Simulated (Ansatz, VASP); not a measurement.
Two plane-wave programs on Ga4As3P

INCAR

```
PREC     = Accurate       # precision mode
ENCUT    = 510            # plane-wave cutoff, eV
EDIFF    = 1E-7           # SCF threshold, eV
ISMEAR   = 0              # smearing method
SIGMA    = 0.2            # smearing width, eV
LREAL    = F              # projectors in reciprocal space
LASPH    = T              # aspherical terms in the spheres
NELM     = 120            # most SCF steps
ALGO     = Normal         # electronic algorithm
ISIF     = 3              # what is computed and relaxed
LWAVE    = F              # write WAVECAR
LCHARG   = F              # write CHGCAR
GGA      = PE             # functional
IBRION   = 2              # ionic algorithm
NSW      = 36             # ionic steps
EDIFFG   = -0.08          # ionic threshold
GGA_COMPAT= F            
NELMIN   = 4
```

KPOINTS

```
Automatic mesh
0
Gamma
  4 4 4
```

File POSCAR:

```
Ga4As3P
1.0
   -2.8000000000      2.8000000000      5.6000000000
    2.8000000000     -2.8000000000      5.6000000000
    2.8000000000      2.8000000000     -5.6000000000
Ga P As
4 1 3
Direct
    0.1220000000      0.1220000000      0.4900000000
    0.6320000000      0.6320000000      0.5100000000
    0.3680000000      0.8780000000      0.0000000000
    0.8780000000      0.3680000000      0.0000000000
    0.0000000000      0.0000000000      0.0000000000
    0.2500000000      0.7500000000      0.5000000000
    0.7500000000      0.2500000000      0.5000000000
    0.5000000000      0.5000000000      0.0000000000
```

Input for Ansatz:

```yaml
crystal:
  lattice:
    - [-2.8, 2.8, 5.6]
    - [2.8, -2.8, 5.6]
    - [2.8, 2.8, -5.6]
  atoms:
    - { symbol: Ga, position: [0.122, 0.122, 0.49] }
    - { symbol: Ga, position: [0.632, 0.632, 0.51] }
    - { symbol: Ga, position: [0.368, 0.878, 0.0] }
    - { symbol: Ga, position: [0.878, 0.368, 0.0] }
    - { symbol: P, position: [0.0, 0.0, 0.0] }
    - { symbol: As, position: [0.25, 0.75, 0.5] }
    - { symbol: As, position: [0.75, 0.25, 0.5] }
    - { symbol: As, position: [0.5, 0.5, 0.0] }
basis:
  ecutwfc: 420
kpoints:
  mp_grid: { grid: [4, 4, 4] }
hamiltonian:
  xc: pbe
scf:
  occupations: { method: gaussian, width: 0.2 }
  lower_state_search: "off"
output:
  forces: true
  stress: true
  eigenvalues: true
relax:
  adjacent_minimum: "off"
  f_tol: 0.08
  max_steps: 16
  cell: { stress_tol: 0.8 }
```

Alike in both runs: task relaxation of cell and atoms; functional PBE; k mesh 4 × 4 × 4; occupations gaussian, width 0.2 eV; no spin polarisation.

```csv
,VASP,Ansatz
version,VASP 6.6.1,Ansatz 0.2.0
potentials or method,"VASP PAW PBE potentials, release 64 (Ga_d, P, As_d), cutoff 510 eV","scalar-relativistic, plane waves, PAW"
valence electrons in the cell,102,102
```

Ansatz gave:

| Quantity | Value |
| --- | --- |
| gap on the k mesh at the Fermi level, each at its own relaxed structure (eV) | 0.56 |
| relaxed volume (Å³/atom) | 22.76 |
| relaxed length of the cell vector where the two differ most in proportion (Å) | 6.941 |

Problem. Which values does VASP return?

Solution. gap on the k mesh at the Fermi level, each at its own relaxed structure (eV): 0.50; relaxed volume (Å³/atom): 22.96; relaxed length of the cell vector where the two differ most in proportion (Å): 6.961.
